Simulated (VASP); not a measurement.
Runs of VASP 6.6.1 on MgIF. The structure is that of space group P3m1 (No. 156), or close to it. The cells are those of the table. 

```tsv
cell	k mesh	smearing	gap on the mesh (eV)	largest force (eV/Å)
a = 3.673, b = 3.673, c = 28.140 Å, angles 90.0, 90.0, 120.0°, 3 atoms	6 × 6 × 1	gaussian 0.1 eV	0.71	0.02
a = 3.667, b = 3.667, c = 29.677 Å, angles 90.0, 90.0, 120.0°, 3 atoms	12 × 12 × 1	gaussian 0.02 eV	(a)	0.02
a = 3.673, b = 3.673, c = 28.140 Å, angles 90.0, 90.0, 120.0°, 3 atoms	12 × 12 × 1	gaussian 0.02 eV	0.72	0.02
a = 4.474, b = 4.474, c = 17.000 Å, angles 90.0, 90.0, 120.0°, 3 atoms	6 × 6 × 1	gaussian 0.1 eV	(b)	36.16
```

Alike in all rows: task single point; level PBE; potentials or basis VASP PAW PBE potentials, release 64 (Mg, I, F); no spin polarisation; cutoff (eV) 520.

Fill in the values left out.

(a) 0.69; (b) 0.57.

Caveats: spin-orbit coupling is left out, which moves the levels of the heavy elements.

A k mesh can miss the band edges, and the runs leave out spin-orbit coupling on I.
